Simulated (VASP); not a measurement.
Here is a VASP 6.6.1 calculation.

POSCAR

```
Na4MgSn
1.0
    0.0000000000      3.8775540000      3.8775540000
    3.8775540000      0.0000000000      3.8775540000
    3.8775540000      3.8775540000      0.0000000000
Na Mg Sn
4 1 1
Direct
    0.6250000000      0.6250000000      0.6250000000
    0.1250000000      0.6250000000      0.6250000000
    0.6250000000      0.6250000000      0.1250000000
    0.6250000000      0.1250000000      0.6250000000
    0.0000000000      0.0000000000      0.0000000000
    0.2500000000      0.2500000000      0.2500000000
```

File INCAR.step1:

```
SYSTEM = Na4MgSn
PREC = Accurate
ENCUT = 600
ISMEAR = -1
SIGMA = 0.03
LREAL = .False.
LASPH = .True.
NELM = 100
GGA = PE
ALGO = Normal
EDIFF = 1E-4
LWAVE = .True.
LCHARG = .False.
```

Contents of INCAR.step2:

```
SYSTEM = Na4MgSn
PREC = Accurate
ENCUT = 600
EDIFF = 1E-6
ISMEAR = -1
SIGMA = 0.03
LREAL = .False.
LASPH = .True.
NELM = 100
ALGO = Normal
ISIF = 3
LWAVE = .False.
LCHARG = .False.
METAGGA = R2SCAN
LMIXTAU = .True.
IBRION = 2
NSW = 60
EDIFFG = -0.01
ISTART = 1
```

KPOINTS

```
Automatic mesh
0
Gamma
  8 8 8
  0 0 0
```

Potentials or basis: VASP PAW PBE potentials, release 64 (Na_pv, Mg, Sn_d).

The run is started by

```console
$ cat potpaw_PBE.64/Na_pv/POTCAR potpaw_PBE.64/Mg/POTCAR potpaw_PBE.64/Sn_d/POTCAR > POTCAR
$ cp INCAR.step1 INCAR
$ mpirun -np 1 vasp_std > vasp.out
$ cp INCAR.step2 INCAR
$ mpirun -np 1 vasp_std > vasp.out
```

(1) What does it give for the space group after relaxing (to 0.1 Å)?

(2) Predict the band gap on the k mesh.

(3) Estimate the relaxed cell.

(4) Predict the relaxed volume.

Results:

(1) F-43m (No. 216).

(2) zero (bands 22 and 23 overlap by 1.11 eV).

(3) a = 6.198 Å, b = 6.198 Å, c = 6.198 Å, α = 60.00°, β = 60.00°, γ = 60.00°.

(4) 28.06 Å³/atom.

Caveat: the volume moved by over 15 % at a fixed basis, so the end points are rough; the PAW data sets were made with another functional, which shifts forces and pressure a little; spin-orbit coupling is left out, which moves the levels of the heavy elements.
